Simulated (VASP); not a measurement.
# Zr2Ti3N5 (I4/mmm) in VASP: single point with PBE

Aim: the single point of Zr2Ti3N5 with PBE.

All numbers are computed with VASP 6.6.1; they aren't measurements. Logs are shortened: lines on timing, memory, paths and dates and some standing lists are left out, and cuts for length are marked.

**1. The cell of the first run**

The structure is tetragonal, space group I4/mmm (No. 139). The conventional cell has a = 3.129 Å, b = 3.129 Å, c = 21.944 Å, α = 90.00°, β = 90.00°, γ = 90.00°. Within 2.9 Å of Zr (site symmetry 4mm) lie 6 N at 2.20 to 2.38 Å. Ti (site symmetry 4/mmm) has 6 N at 2.08 to 2.21 Å within 2.8 Å. Within 2.7 Å of Ti (site symmetry 4mm) lie 6 N at 2.05 to 2.25 Å. N (site symmetry 4mm) has 5 Ti at 2.08 to 2.21 Å and 1 Zr at 2.20 Å within 2.8 Å. Within 2.9 Å of N (site symmetry 4mm) lie 5 Zr at 2.21 to 2.38 Å and 1 Ti at 2.25 Å. Within 2.7 Å of N (site symmetry 4/mmm) lie 6 Ti at 2.05 to 2.21 Å.

**2. Single point, PBE, collinear spin**

INCAR reads:

```
PREC = Accurate
ENCUT = 600
EDIFF = 1E-6
ISMEAR = 0
SIGMA = 0.1
LREAL = F
LASPH = T
NELM = 200
ALGO = Normal
ISIF = 2
LWAVE = F
LCHARG = F
ISPIN = 2
MAGMOM = 0 0 1 1 1 0 0 0 0 0
LORBIT = 11
LMAXMIX = 4
GGA = PE
NBANDS = 58
GGA_COMPAT = F
KPAR = 4
```

KPOINTS reads:

```
regular mesh
0
Gamma
  8 8 8
```

POSCAR reads:

```
Zr2Ti3N5
1.0
   -1.5643079784      1.5643079784     10.9722211493
    1.5643079784     -1.5643079784     10.9722211493
    1.5643079784      1.5643079784    -10.9722211493
Zr Ti N
2 3 5
Direct
    0.1952603607      0.1952603607      0.0000000000
    0.8047396393      0.8047396393      0.0000000000
    0.0000000000      0.0000000000      0.0000000000
    0.5936001691      0.5936001691      0.0000000000
    0.4063998309      0.4063998309      0.0000000000
    0.0948643476      0.0948643476      0.0000000000
    0.6961428896      0.6961428896      0.0000000000
    0.3038571104      0.3038571104      0.0000000000
    0.9051356524      0.9051356524      0.0000000000
    0.5000000000      0.5000000000      0.0000000000
```

Potentials or basis: VASP PAW PBE potentials, release 64 (Zr_sv, Ti_sv, N).

Run with:

```bash
$ cat potpaw_PBE.64/Zr_sv/POTCAR potpaw_PBE.64/Ti_sv/POTCAR potpaw_PBE.64/N/POTCAR > POTCAR
$ mpirun -np 4 vasp_std > vasp.out
```

OUTCAR:

```text
PREC = Accurate
   ENCUT = 600
   EDIFF = 1E-6
   ISMEAR = 0
   LREAL = F
   LASPH = T
   NELM = 200
   ISIF = 2
   ISPIN = 2
   LORBIT = 11
   GGA = PE

 ion  position               nearest neighbor table
   1  0.195  0.195  0.000-   6 2.20   7 2.21   7 2.21   7 2.21   7 2.21   8 2.38   4 3.14   4 3.14
                             4 3.14   4 3.14   2 3.27   2 3.27   2 3.27   2 3.27
   2  0.805  0.805  0.000-   9 2.20   8 2.21   8 2.21   8 2.21   8 2.21   7 2.38   5 3.14   5 3.14
                             5 3.14   5 3.14   1 3.27   1 3.27   1 3.27   1 3.27
   3  0.000  0.000  0.000-   6 2.08   9 2.08  10 2.21  10 2.21  10 2.21  10 2.21
   4  0.594  0.594  0.000-  10 2.05   6 2.21   6 2.21   6 2.21   6 2.21   7 2.25   1 3.14   1 3.14
                             1 3.14   1 3.14
   5  0.406  0.406  0.000-  10 2.05   9 2.21   9 2.21   9 2.21   9 2.21   8 2.25   2 3.14   2 3.14
                             2 3.14   2 3.14
   6  0.095  0.095  0.000-   3 2.08   1 2.20   4 2.21   4 2.21   4 2.21   4 2.21
   7  0.696  0.696  0.000-   1 2.21   1 2.21   1 2.21   1 2.21   4 2.25   2 2.38
   8  0.304  0.304  0.000-   2 2.21   2 2.21   2 2.21   2 2.21   5 2.25   1 2.38
   9  0.905  0.905  0.000-   3 2.08   2 2.20   5 2.21   5 2.21   5 2.21   5 2.21
  10  0.500  0.500  0.000-   4 2.05   5 2.05   3 2.21   3 2.21   3 2.21   3 2.21

  LATTYP: Found a body centered tetragonal cell.
 ALAT       =     3.1286159568
 C/A-ratio  =     7.0141054708

  Lattice vectors:

 A1 = (  -1.5643079784,   1.5643079784,  10.9722211493)
 A2 = (   1.5643079784,  -1.5643079784,  10.9722211493)
 A3 = (   1.5643079784,   1.5643079784, -10.9722211493)

Analysis of symmetry for initial positions (statically):
=====================================================================
 Subroutine PRICEL returns:
 Original cell was already a primitive cell.

 Routine SETGRP: Setting up the symmetry group for a
 body centered tetragonal supercell.

 Subroutine GETGRP returns: Found 16 space group operations
 (whereof 16 operations were pure point group operations)
 out of a pool of 16 trial point group operations.

The static configuration has the point symmetry D_4h.

Analysis of symmetry for dynamics (positions and initial velocities):
=====================================================================
 Subroutine PRICEL returns:
 Original cell was already a primitive cell.

 Routine SETGRP: Setting up the symmetry group for a
 body centered tetragonal supercell.

 Subroutine GETGRP returns: Found 16 space group operations
 (whereof 16 operations were pure point group operations)
 out of a pool of 16 trial point group operations.

The dynamic configuration has the point symmetry D_4h.

Analysis of structural, dynamic, and magnetic symmetry:
=====================================================================
 Subroutine PRICEL returns:
 Original cell was already a primitive cell.

 Routine SETGRP: Setting up the symmetry group for a
 body centered tetragonal supercell.

 Subroutine GETGRP returns: Found 16 space group operations
 (whereof 16 operations were pure point group operations)
 out of a pool of 16 trial point group operations.

The overall configuration has the point symmetry D_4h.

 Subroutine INISYM returns: Found 16 space group operations
 (whereof 16 operations are pure point group operations),
 and found     1 'primitive' translations

----------------------------------------------------------------------------------------

                                     Primitive cell

  volume of cell :     107.3987

  direct lattice vectors                    reciprocal lattice vectors
    -1.564307978  1.564307978 10.972221149     0.000000000  0.319630154  0.045569625
     1.564307978 -1.564307978 10.972221149     0.319630154  0.000000000  0.045569625
     1.564307978  1.564307978-10.972221149     0.319630154  0.319630154  0.000000000

  length of vectors
    11.193022641 11.193022641 11.193022641     0.322862240  0.322862240  0.452025299

  position of ions in fractional coordinates (direct lattice)
     0.195260361  0.195260361  0.000000000
     0.804739639  0.804739639  0.000000000
     0.000000000  0.000000000  0.000000000
     0.593600169  0.593600169  0.000000000
     0.406399831  0.406399831  0.000000000
     0.094864348  0.094864348  0.000000000
     0.696142890  0.696142890  0.000000000
     0.303857110  0.303857110  0.000000000
     0.905135652  0.905135652  0.000000000
     0.500000000  0.500000000  0.000000000

  ion indices of the primitive-cell ions
   primitive index   ion index
                 1           1
                 2           2
                 3           3
                 4           4
                 5           5
                 6           6
                 7           7
                 8           8
                 9           9
                10          10

----------------------------------------------------------------------------------------

 KPOINTS: regular mesh

Automatic generation of k-mesh.
 Grid dimensions read from file:
 generate k-points for:    8    8    8

 Generating k-lattice:

  Cartesian coordinates                     Fractional coordinates (reciprocal lattice)
     0.000000000  0.039953769  0.005696203     0.125000000  0.000000000  0.000000000
     0.039953769  0.000000000  0.005696203     0.000000000  0.125000000  0.000000000
     0.039953769  0.039953769  0.000000000     0.000000000  0.000000000  0.125000000

  Length of vectors
     0.040357780  0.040357780  0.056503162

  Shift w.r.t. Gamma in fractional coordinates (k-lattice)
     0.000000000  0.000000000  0.000000000

 Subroutine IBZKPT returns following result:
 ===========================================

 Found     59 irreducible k-points:

 Following reciprocal coordinates:
            Coordinates               Weight
  0.000000  0.000000  0.000000      1.000000
  0.125000  0.000000  0.000000      8.000000
  0.250000  0.000000  0.000000      8.000000
  0.375000 -0.000000  0.000000      8.000000
  0.500000  0.000000  0.000000      4.000000
  0.125000  0.125000  0.000000      8.000000
[... 16 lines left out ...]
  0.250000  0.125000  0.125000     16.000000
  0.375000  0.125000  0.125000      8.000000
 [... further k-points ...]
   k-points           NKPTS =     59   k-points in BZ     NKDIM =     59   number of bands    NBANDS=     58
   number of dos      NEDOS =    301   number of ions     NIONS =     10
   total plane-waves  NPLWV = 729000
   dimension x,y,z NGX =    90 NGY =   90 NGZ =   90
   dimension x,y,z NGXF=   180 NGYF=  180 NGZF=  180
   ions per type =               2   3   5
   NGX,Y,Z   is equivalent  to a cutoff of  13.37, 13.37, 13.37 a.u.
   NGXF,Y,Z  is equivalent  to a cutoff of  26.73, 26.73, 26.73 a.u.
 SYSTEM =  unknown system
   PREC   = accura    normal or accurate (medium, high low for compatibility)
   ISTART =      0    job   : 0-new  1-cont  2-samecut
   ICHARG =      2    charge: 1-file 2-atom 10-const
   ISPIN  =      2    spin polarized calculation?
   LNONCOLLINEAR =      F non collinear calculations
   LSORBIT =      F    spin-orbit coupling
   LASPH  =      T    aspherical Exc in radial PAW
   ENCUT  =  600.0 eV  44.10 Ry    6.64 a.u.  22.36 22.36 22.36*2*pi/ulx,y,z
   NELM   =    200;   NELMIN=  2; NELMDL= -5     # of ELM steps
   EDIFF  = 0.1E-05   stopping-criterion for ELM
   LREAL  =      F    real-space projection
[... 7 lines left out ...]
   TEBEG  =    0.0;   TEEND  =   0.0 temperature during run
   PSTRESS=    0.0 pullay stress
   NELECT =      85.0000    total number of electrons
   NUPDOWN=      -1.0000    fix difference up-down
   EMIN   =  10.00;   EMAX   =-10.00  energy-range for DOS
   EFERMI =   0.00;   METHOD = LEGACY
   ISMEAR =     0;   SIGMA  =   0.10  broadening in eV -4-tet -1-fermi 0-gaus
   EFERMI_NEDOS =   21; number of points for ismear=-14 and -15
   IALGO  =     38    algorithm
   IMIX   =      4    mixing-type and parameters
     AMIX     =   0.40;   BMIX     =  1.00
     AMIX_MAG =   1.60;   BMIX_MAG =  1.00
  volume/ion in A,a.u.               =      10.74        72.48
  Fermi-wavevector in a.u.,A,eV,Ry     =   1.514310  2.861631 31.199992  2.293135
  Thomas-Fermi vector in A             =   2.623985
   LORBIT       =     11    0 simple, 1 ext, 2 COOP (PROOUT), +10 PAW based schemes
   GGA     = PE    functional components
   LHFCALC =     F    Hartree Fock is set to
   AEXX    =    0.0000 exact exchange contribution
   IVDW    =     0    specifies the selected vdW correction
   LEPSILON=     F    determine dielectric tensor
   LRPA    =     F    only Hartree local field effects (RPA)
 spin polarized calculation
 Gauss-broadening in eV      SIGMA  =   0.10
  energy-cutoff  :      600.00
  volume of cell :      107.40
 maximum number of plane-waves:      3607
 NGX is ok and might be reduce to    90
   NGX = 45   NGY = 45   NGZ = 45

 number of electron      85.0000000 magnetization       0.0010017

 Free energy of the ion-electron system (eV)
  ---------------------------------------------------
  ext. energy  EPLUGINS =         0.00000000
  ---------------------------------------------------
  free energy    TOTEN  =       -99.05932824 eV

  energy without entropy =      -99.03477953  energy(sigma->0) =      -99.04705389

 E-fermi :  11.3945     XC(G=0): -12.6731

 val. band max:       11.3817300815   @ k =  -0.2500  -0.2500   0.1250
 cond. band min:      11.4062474722   @ k =  -0.1250  -0.3750   0.1250
 fundamental gap:      0.0245173907
 Fermi energy:        11.3944521816

 spin component 1

 k-point     1 :       0.0000    0.0000    0.0000
  band No.  band energies     occupation
      1     -46.4992      1.00000
      2     -46.4763      1.00000
      3     -46.4035      1.00000
      4     -37.9682      1.00000
      5     -37.8804      1.00000
      6     -22.8904      1.00000
[... 46 lines left out ...]
     53      12.7835      0.00000
     54      13.3364      0.00000
[... 1309 lines left out ...]
     53      14.3282      0.00000
     54      14.5693      0.00000

 [... further k-points ...]

 spin component 2

 k-point     1 :       0.0000    0.0000    0.0000
  band No.  band energies     occupation
      1     -46.4991      1.00000
      2     -46.4761      1.00000
      3     -46.4033      1.00000
      4     -37.9682      1.00000
      5     -37.8804      1.00000
      6     -22.8903      1.00000
[... 46 lines left out ...]
     53      12.7837      0.00000
     54      13.3365      0.00000
[... 1309 lines left out ...]
     53      14.3283      0.00000
     54      14.5694      0.00000

 [... further k-points ...]

 [bands above 54 left out]

------------------------ aborting loop because EDIFF is reached ----------------------------------------

  FORCE on cell =-STRESS in cart. coord.  units (eV):
  Direction    XX          YY          ZZ          XY          YZ          ZX
  --------------------------------------------------------------------------------------
  -------------------------------------------------------------------------------------
  Total        0.1192490      0.1192490      0.1848992      0.0000000      0.0000000     -0.0000000
  in kB        1.7789606      1.7789606      2.7583319      0.0000000      0.0000000     -0.0000000
  external PRESSURE =       2.1054177 kB  Pullay stress =       0.0000000 kB

 VOLUME and BASIS-vectors are now :
 -----------------------------------------------------------------------------
  energy-cutoff  :      600.00
  volume of cell :      107.40
      direct lattice vectors                 reciprocal lattice vectors
    -1.564307978  1.564307978 10.972221149     0.000000000  0.319630154  0.045569625
     1.564307978 -1.564307978 10.972221149     0.319630154  0.000000000  0.045569625
     1.564307978  1.564307978-10.972221149     0.319630154  0.319630154  0.000000000

 POSITION                                       TOTAL-FORCE (eV/Angst)
 -----------------------------------------------------------------------------------
      0.00000      0.00000      4.28488         0.000000      0.000000     -0.005231
      0.00000      0.00000     17.65956        -0.000000     -0.000000      0.005231
      0.00000      0.00000      0.00000        -0.000000     -0.000000     -0.000000
      0.00000      0.00000     13.02622         0.000000      0.000000      0.009534
      0.00000      0.00000      8.91822         0.000000      0.000000     -0.009534
      0.00000      0.00000      2.08175         0.000000      0.000000      0.017759
      0.00000      0.00000     15.27647        -0.000000     -0.000000      0.007101
      0.00000      0.00000      6.66797        -0.000000     -0.000000     -0.007101
      0.00000      0.00000     19.86270        -0.000000     -0.000000     -0.017759
      0.00000      0.00000     10.97222        -0.000000     -0.000000     -0.000000
 -----------------------------------------------------------------------------------
    total drift:                               -0.000000      0.000000     -0.000000

  FREE ENERGIE OF THE ION-ELECTRON SYSTEM (eV)
  ---------------------------------------------------
  free  energy   TOTEN  =       -99.0593282396 eV

  energy  without entropy=      -99.0347795310  energy(sigma->0) =      -99.04705389

 total charge

# of ion       s       p       d       tot
------------------------------------------
    1        2.177   6.055   1.724   9.956
    2        2.177   6.055   1.724   9.956
    3        2.170   6.198   1.925  10.293
    4        2.166   6.183   1.924  10.273
    5        2.166   6.183   1.924  10.273
    6        1.240   2.464   0.000   3.703
    7        1.246   2.498   0.000   3.744
    8        1.246   2.498   0.000   3.744
    9        1.240   2.464   0.000   3.703
   10        1.241   2.466   0.000   3.708
--------------------------------------------------
tot         17.069  43.062   9.221  69.352

 magnetization (x)

# of ion       s       p       d       tot
------------------------------------------
    1       -0.000   0.000   0.000   0.000
    2       -0.000   0.000   0.000   0.000
    3        0.000   0.000   0.000   0.000
    4        0.000  -0.000   0.000   0.000
    5        0.000  -0.000   0.000   0.000
    6       -0.000  -0.000   0.000  -0.000
    7        0.000  -0.000   0.000  -0.000
    8        0.000  -0.000   0.000  -0.000
    9       -0.000  -0.000   0.000  -0.000
   10       -0.000  -0.000   0.000  -0.000
--------------------------------------------------
tot          0.000  -0.000   0.000   0.000
```

Run time: 57 min. Hardware: 4 MPI ranks of Intel Xeon Platinum 8488C (Sapphire Rapids), shared host; peak memory 2.3 GiB.

Results:

* Free energy: -99.0593 eV
* Pressure: 0.2 GPa
* Largest force: 0.018 eV/Å
* Net moment: 0.00 μB per cell
* Valence electrons inside the program's atomic spheres: Zr 9.96; Ti 10.29, 10.27 (each value once); N 3.70, 3.74, 3.71 (each value once)

Forces on the atoms (eV/Å):
```
Zr   0.000  0.000 -0.005
Zr   0.000  0.000  0.005
Ti   0.000  0.000  0.000
Ti   0.000  0.000  0.010
Ti   0.000  0.000 -0.010
N    0.000  0.000  0.018
N    0.000  0.000  0.007
N    0.000  0.000 -0.007
N    0.000  0.000 -0.018
N    0.000  0.000  0.000
```
